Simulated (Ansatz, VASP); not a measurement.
**Two plane-wave programs on C**

Contents of INCAR:

```
SYSTEM = C
  PREC = Accurate
  ENCUT = 910
  EDIFF = 1E-7
  ISMEAR = -1
  SIGMA = 0.1
  LREAL = .False.
  LASPH = .True.
  NELM = 120
  ALGO = Normal
  ISIF = 3
  LWAVE = .False.
  LCHARG = .False.
  GGA = PE
  IBRION = 2
  NSW = 80
  EDIFFG = -0.01
  GGA_COMPAT = .False.
  NELMIN = 4
```

KPOINTS

```
Automatic mesh
0
Gamma
  17 17 9
  0 0 0
```

File POSCAR:

```
C
1.0
    2.1071951087      0.0000000000      0.0000000000
   -1.0535975543      1.8248844949      0.0000000000
    0.0000000000      0.0000000000      3.4410496125
C
2
Direct
    0.3333333333      0.6666666667      0.2500000000
    0.6666666667      0.3333333333      0.7500000000
```

Input for Ansatz:

```yaml
crystal:
  lattice:
    - [2.1071951087, 0.0, 0.0]
    - [-1.0535975543, 1.8248844949, 0.0]
    - [0.0, 0.0, 3.4410496125]
  atoms:
    - { symbol: C, position: [0.3333333333, 0.6666666667, 0.25] }
    - { symbol: C, position: [0.6666666667, 0.3333333333, 0.75] }
hamiltonian:
  xc: pbe
  pseudopotentials:
    kind: paw
    azcp:
      C: "pseudopotentials/C.paw.azcp"
basis:
  ecutwfc: 420
  fft_grid_basis: typed
kpoints:
  mp_grid: { grid: [17, 17, 9], shift: [0, 0, 0] }
magnetization:
  spin_polarized: false
scf:
  occupations: { method: fermi_dirac, width: 0.1 }
relax:
  max_steps: 60
  f_tol: 0.01
  cell: {}
output:
  write_density: true
  write_potential: true
  elf: true
  volumetric_format: npy
```

Alike in both runs: task relaxation of cell and atoms; functional PBE; k mesh 17 × 17 × 9; occupations fermi-dirac, width 0.1 eV; no spin polarisation.

|  | VASP | Ansatz |
| --- | --- | --- |
| version | VASP 6.6.1 | Ansatz 0.2.0 |
| potentials or method | VASP PAW PBE potentials, release 64 (C_h), cutoff 910 eV | plane waves (420 eV) with PAW, scalar-relativistic |
| valence electrons in the cell | 8 | 8 |

VASP gave:

| Quantity | Value |
| --- | --- |
| relaxed volume (Å³/atom) | 6.63 |
| relaxed length of the cell vector where the two differ most in proportion (Å) | 5.196 |

Question: What did Ansatz give for the same quantities?

Answer: Relaxed volume (Å³/atom): 10.50; relaxed length of the cell vector where the two differ most in proportion (Å): 8.198.

One of these differences is far larger than is usual between the two programs; its cause wasn't traced.

Noted on VASP's run: the cutoff is under 1.25 times that of the potentials, so the pressure is a little rough.
